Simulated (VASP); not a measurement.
# Se (P3_121) in VASP: further runs

Runs on Se. Level: HSE06. Tasks: single point.

Program: VASP 6.6.1. These are calculated values, not measurements. Logs are shortened: lines on timing, memory, paths and dates and some standing lists are left out, and cuts for length are marked.

### 1 The cell of the first run

It takes space group P3_121 (No. 152, trigonal). The conventional cell has a = 4.527 Å, b = 4.527 Å, c = 4.904 Å, α = 90.00°, β = 90.00°, γ = 120.00°. Within 3.1 Å of Se (site symmetry 2) lie 2 Se at 2.35 Å.

### 2 Single point, HSE06 (29.01 Å³/atom)

Input file POSCAR:

```
Se
1.0
    4.5270545008      0.0000000000      0.0000000000
   -2.2635272504      3.9205442020      0.0000000000
    0.0000000000      0.0000000000      4.9038149935
Se
3
Direct
    0.2161782023      0.0000000000      0.8333333333
    0.0000000000      0.2161782023      0.1666666667
    0.7838217977      0.7838217977      0.5000000000
```

Input file INCAR.step1:

```
SYSTEM = Se
  PREC = Accurate
  ENCUT = 520
  EDIFF = 1E-5
  ISMEAR = 0
  SIGMA = 0.05
  LREAL = .FALSE.
  LASPH = .TRUE.
  NELM = 100
  ALGO = Normal
  ISIF = 2
  LWAVE = .TRUE.
  GGA = PE
  NBANDS = 16
```

Input file INCAR.step2:

```
SYSTEM = Se
  PREC = Accurate
  ENCUT = 520
  EDIFF = 1E-6
  ISMEAR = 0
  SIGMA = 0.05
  LREAL = .FALSE.
  LASPH = .TRUE.
  NELM = 100
  ALGO = Normal
  ISIF = 2
  LWAVE = .FALSE.
  LCHARG = .TRUE.
  GGA = PE
  LHFCALC = .TRUE.
  HFSCREEN = 0.2079
  PRECFOCK = Normal
  LELF = .TRUE.
  LVHAR = .TRUE.
  ISTART = 1
  NBANDS = 16
```

Input file KPOINTS:

```
regular mesh
0
G
  4 4 4
  0 0 0
```

Potentials or basis: VASP PAW PBE potentials, release 64 (Se).

On the command line:

```
$ cat potpaw_PBE.64/Se/POTCAR > POTCAR
$ cp INCAR.step1 INCAR
$ mpirun -np 1 vasp_std > vasp.out
$ cp INCAR.step2 INCAR
$ mpirun -np 1 vasp_std > vasp.out
```

OUTCAR:

```text
SYSTEM = Se
   PREC = Accurate
   ENCUT = 520
   EDIFF = 1E-6
   ISMEAR = 0
   LREAL = .FALSE.
   LASPH = .TRUE.
   NELM = 100
   ISIF = 2
   GGA = PE
   LHFCALC = .TRUE.
   HFSCREEN = 0.2079
   PRECFOCK = Normal
   ISTART = 1

 ion  position               nearest neighbor table
   1  0.216  0.000  0.833-   3 2.35   2 2.35
   2  0.000  0.216  0.167-   3 2.35   1 2.35
   3  0.784  0.784  0.500-   2 2.35   1 2.35

  LATTYP: Found a hexagonal cell.
 ALAT       =     4.5270545008
 C/A-ratio  =     1.0832242008

  Lattice vectors:

 A1 = (   4.5270545008,   0.0000000000,   0.0000000000)
 A2 = (  -2.2635272504,   3.9205442020,   0.0000000000)
 A3 = (   0.0000000000,   0.0000000000,   4.9038149935)

Analysis of symmetry for initial positions (statically):
=====================================================================
 Subroutine PRICEL returns:
 Original cell was already a primitive cell.

 Routine SETGRP: Setting up the symmetry group for a
 hexagonal supercell.

 Subroutine GETGRP returns: Found  6 space group operations
 (whereof  2 operations were pure point group operations)
 out of a pool of 24 trial point group operations.

The static configuration has the point symmetry C_2 .
 The point group associated with its full space group is D_3 .

Analysis of symmetry for dynamics (positions and initial velocities):
=====================================================================
 Subroutine PRICEL returns:
 Original cell was already a primitive cell.

 Routine SETGRP: Setting up the symmetry group for a
 hexagonal supercell.

 Subroutine GETGRP returns: Found  6 space group operations
 (whereof  2 operations were pure point group operations)
 out of a pool of 24 trial point group operations.

The dynamic configuration has the point symmetry C_2 .
 The point group associated with its full space group is D_3 .

 Subroutine INISYM returns: Found  6 space group operations
 (whereof  2 operations are pure point group operations),
 and found     1 'primitive' translations

----------------------------------------------------------------------------------------

                                     Primitive cell

  volume of cell :      87.0354

  direct lattice vectors                    reciprocal lattice vectors
     4.527054501  0.000000000  0.000000000     0.220894182  0.127533315  0.000000000
    -2.263527250  3.920544202  0.000000000     0.000000000  0.255066631  0.000000000
     0.000000000  0.000000000  4.903814994     0.000000000  0.000000000  0.203922864

  length of vectors
     4.527054501  4.527054501  4.903814994     0.255066631  0.255066631  0.203922864

  position of ions in fractional coordinates (direct lattice)
     0.216178202  0.000000000  0.833333333
     0.000000000  0.216178202  0.166666667
     0.783821798  0.783821798  0.500000000

  ion indices of the primitive-cell ions
   primitive index   ion index
                 1           1
                 2           2
                 3           3

----------------------------------------------------------------------------------------

 KPOINTS: regular mesh

Automatic generation of k-mesh.
 Grid dimensions read from file:
 generate k-points for:    4    4    4

 Generating k-lattice:

  Cartesian coordinates                     Fractional coordinates (reciprocal lattice)
     0.055223545  0.031883329  0.000000000     0.250000000  0.000000000  0.000000000
     0.000000000  0.063766658  0.000000000     0.000000000  0.250000000  0.000000000
     0.000000000  0.000000000  0.050980716     0.000000000  0.000000000  0.250000000

  Length of vectors
     0.063766658  0.063766658  0.050980716

  Shift w.r.t. Gamma in fractional coordinates (k-lattice)
     0.000000000  0.000000000  0.000000000

 Subroutine IBZKPT returns following result:
 ===========================================

 Found     13 irreducible k-points:

 Following reciprocal coordinates:
            Coordinates               Weight
  0.000000  0.000000  0.000000      1.000000
  0.250000  0.000000  0.000000      6.000000
  0.500000  0.000000  0.000000      3.000000
  0.250000  0.250000  0.000000      6.000000
  0.000000  0.000000  0.250000      2.000000
  0.250000  0.000000  0.250000      6.000000
  0.000000  0.250000  0.250000      6.000000
  0.500000  0.000000  0.250000      6.000000
  0.250000  0.250000  0.250000     12.000000
  0.000000  0.000000  0.500000      1.000000
  0.250000  0.000000  0.500000      6.000000
  0.500000  0.000000  0.500000      3.000000
  0.250000  0.250000  0.500000      6.000000
   k-points           NKPTS =     13   k-points in BZ     NKDIM =     64   number of bands    NBANDS=     16
   number of dos      NEDOS =    301   number of ions     NIONS =      3
   total plane-waves  NPLWV =  46656
   dimension x,y,z NGX =    36 NGY =   36 NGZ =   36
   dimension x,y,z NGXF=    72 NGYF=   72 NGZF=   72
   ions per type =               3
   NGX,Y,Z   is equivalent  to a cutoff of  13.22, 13.22, 12.20 a.u.
   NGXF,Y,Z  is equivalent  to a cutoff of  26.44, 26.44, 24.41 a.u.
 SYSTEM =  Se
   PREC   = accura    normal or accurate (medium, high low for compatibility)
   ISTART =      1    job   : 0-new  1-cont  2-samecut
   ICHARG =      0    charge: 1-file 2-atom 10-const
   ISPIN  =      1    spin polarized calculation?
   LNONCOLLINEAR =      F non collinear calculations
   LSORBIT =      F    spin-orbit coupling
   LASPH  =      T    aspherical Exc in radial PAW
   ENCUT  =  520.0 eV  38.22 Ry    6.18 a.u.   8.42  8.42  9.12*2*pi/ulx,y,z
   NELM   =    100;   NELMIN=  2; NELMDL=  0     # of ELM steps
   EDIFF  = 0.1E-05   stopping-criterion for ELM
   LREAL  =      F    real-space projection
   EDIFFG = 0.1E-04   stopping-criterion for IOM
   NSW    =      0    number of steps for IOM
   IBRION =     -1    ionic relax: 0-MD 1-quasi-New 2-CG
   NFREE  =      0    steps in history (QN), initial steepest desc. (CG)
   ISIF   =      2    stress and relaxation
   ISYM   =      3    0-nonsym 1-usesym 2-fastsym
   POTIM  = 0.5000    time-step for ionic-motion
   TEBEG  =    0.0;   TEEND  =   0.0 temperature during run
   PSTRESS=    0.0 pullay stress
   NELECT =      18.0000    total number of electrons
   NUPDOWN=      -1.0000    fix difference up-down
   EMIN   =  10.00;   EMAX   =-10.00  energy-range for DOS
   EFERMI =   0.00;   METHOD = LEGACY
   ISMEAR =     0;   SIGMA  =   0.05  broadening in eV -4-tet -1-fermi 0-gaus
   EFERMI_NEDOS =   21; number of points for ismear=-14 and -15
   IALGO  =     38    algorithm
   IMIX   =      1    mixing-type and parameters
     AMIX     =   0.40;   BMIX     =  1.00
     AMIX_MAG =   1.60;   BMIX_MAG =  1.00
  volume/ion in A,a.u.               =      29.01       195.78
  Fermi-wavevector in a.u.,A,eV,Ry     =   0.968130  1.829500 12.752406  0.937275
  Thomas-Fermi vector in A             =   2.098074
   LORBIT       =      0    0 simple, 1 ext, 2 COOP (PROOUT), +10 PAW based schemes
   GGA     = PE    functional components
   LHFCALC =     T    Hartree Fock is set to
   PRECFOCK=normal    Normal, Fast or Accurate (Low or Medium for compatibility)
   ENCUT4O =  -1.0   cutoff for four orbital integrals eV
   NKREDX  =     1    reduce k-point grid by
   NKREDY  =     1    reduce k-point grid by
   NKREDZ  =     1    reduce k-point grid by
   AEXX    =    0.2500 exact exchange contribution
   HFSCREEN=    0.2079 screening length (either q_TF or 0.3 A-1)
   HFSCREENC=   0.2079 screening length for correlation (either q_TF or 0.3 A-1)
   ENCUTFOCK=  -1.0 apply spherical cutoff to Coloumb kernel
   IVDW    =     0    specifies the selected vdW correction
   LEPSILON=     F    determine dielectric tensor
   LRPA    =     F    only Hartree local field effects (RPA)
 non-spin polarized calculation
 Gauss-broadening in eV      SIGMA  =   0.05
  energy-cutoff  :      520.00
  volume of cell :       87.04
 maximum number of plane-waves:      2376
 NGX is ok and might be reduce to    36
  NGX = 28; NGY = 28; NGZ = 28

 number of electron      18.0000002 magnetization

 Free energy of the ion-electron system (eV)
  ---------------------------------------------------
  ext. energy  EPLUGINS =         0.00000000
  ---------------------------------------------------
  free energy    TOTEN  =       -13.27632585 eV

  energy without entropy =      -13.27632585  energy(sigma->0) =      -13.27632585

 E-fermi :   1.8950     XC(G=0):  -7.1134

 val. band max:        1.6060259725   @ k =   0.5000   0.0000   0.5000
 cond. band min:       3.7528715032   @ k =   0.0000   0.0000   0.5000
 fundamental gap:      2.1468455307
 Fermi energy:         1.8950104793

 k-point     1 :       0.0000    0.0000    0.0000
  band No.  band energies     occupation
      1     -15.6257      2.00000
      2     -11.0560      2.00000
      3     -11.0560      2.00000
      4      -2.5720      2.00000
      5      -2.5720      2.00000
      6      -2.3354      2.00000
[... 8 lines left out ...]
     15       9.0481      0.00000
     16      10.9757      0.00000

 k-point     2 :       0.2500    0.0000    0.0000
  band No.  band energies     occupation
      1     -15.4474      2.00000
      2     -11.2579      2.00000
      3     -11.0479      2.00000
      4      -3.4554      2.00000
      5      -3.0064      2.00000
      6      -2.1421      2.00000
[... 8 lines left out ...]
     15      10.3853      0.00000
     16      11.3811      0.00000

 k-point     3 :       0.5000    0.0000    0.0000
  band No.  band energies     occupation
      1     -15.2434      2.00000
      2     -11.5055      2.00000
      3     -11.0392      2.00000
      4      -3.7704      2.00000
      5      -3.2968      2.00000
      6      -1.9836      2.00000
[... 8 lines left out ...]
     15      11.7884      0.00000
     16      11.9271      0.00000
[... 153 lines left out ...]
 k-point    12 :       0.5000    0.0000    0.5000
  band No.  band energies     occupation
      1     -14.1019      2.00000
      2     -13.9849      2.00000
      3      -9.5694      2.00000
      4      -4.5776      2.00000
      5      -3.1624      2.00000
      6      -2.9345      2.00000
[... 8 lines left out ...]
     15      11.2875      0.00000
     16      11.4425      0.00000

 k-point    13 :       0.2500    0.2500    0.5000
  band No.  band energies     occupation
      1     -14.0738      2.00000
      2     -14.0166      2.00000
      3      -9.5464      2.00000
      4      -4.4274      2.00000
      5      -3.3892      2.00000
      6      -3.2653      2.00000
[... 8 lines left out ...]
     15      10.7876      0.00000
     16      11.7926      0.00000

------------------------ aborting loop because EDIFF is reached ----------------------------------------

  FORCE on cell =-STRESS in cart. coord.  units (eV):
  Direction    XX          YY          ZZ          XY          YZ          ZX
  --------------------------------------------------------------------------------------
  -------------------------------------------------------------------------------------
  Total        0.3269569      0.3269569      0.2897951      0.0000000      0.0000000      0.0000000
  in kB        6.0187309      6.0187309      5.3346448      0.0000000      0.0000000      0.0000000
  external PRESSURE =       5.7907022 kB  Pullay stress =       0.0000000 kB

 VOLUME and BASIS-vectors are now :
 -----------------------------------------------------------------------------
  energy-cutoff  :      520.00
  volume of cell :       87.04
      direct lattice vectors                 reciprocal lattice vectors
     4.527054501  0.000000000  0.000000000     0.220894182  0.127533315  0.000000000
    -2.263527250  3.920544202  0.000000000     0.000000000  0.255066631  0.000000000
     0.000000000  0.000000000  4.903814994     0.000000000  0.000000000  0.203922864

 POSITION                                       TOTAL-FORCE (eV/Angst)
 -----------------------------------------------------------------------------------
      0.97865      0.00000      4.08651        -0.041888      0.000000      0.000000
     -0.48933      0.84754      0.81730         0.020944     -0.036276     -0.000000
      1.77420      3.07301      2.45191         0.020944      0.036276     -0.000000
 -----------------------------------------------------------------------------------
    total drift:                               -0.000000     -0.000000      0.000000

  FREE ENERGIE OF THE ION-ELECTRON SYSTEM (eV)
  ---------------------------------------------------
  free  energy   TOTEN  =       -13.2763258506 eV

  energy  without entropy=      -13.2763258506  energy(sigma->0) =      -13.27632585
```

Wall time 14 min (1 thread of Intel Xeon Platinum 8559C (Emerald Rapids), shared host); peak memory 0.31 GiB.

What came out:

```yaml
Free_energy: -13.2763 eV
Pressure: 0.6 GPa
Largest_force: 0.042 eV/Å
Band_gap_on_the_k_mesh: 2.15 eV (least direct gap 2.54 eV)
```

Forces in eV/Å, atoms in the order of the input:
```
Se  -0.042  0.000  0.000
Se   0.021 -0.036  0.000
Se   0.021  0.036  0.000
```

Caveat: the PAW data sets were made with another functional, which shifts forces and pressure a little. A k mesh can miss the band edges.

(Part 1 of 2 ends here.)
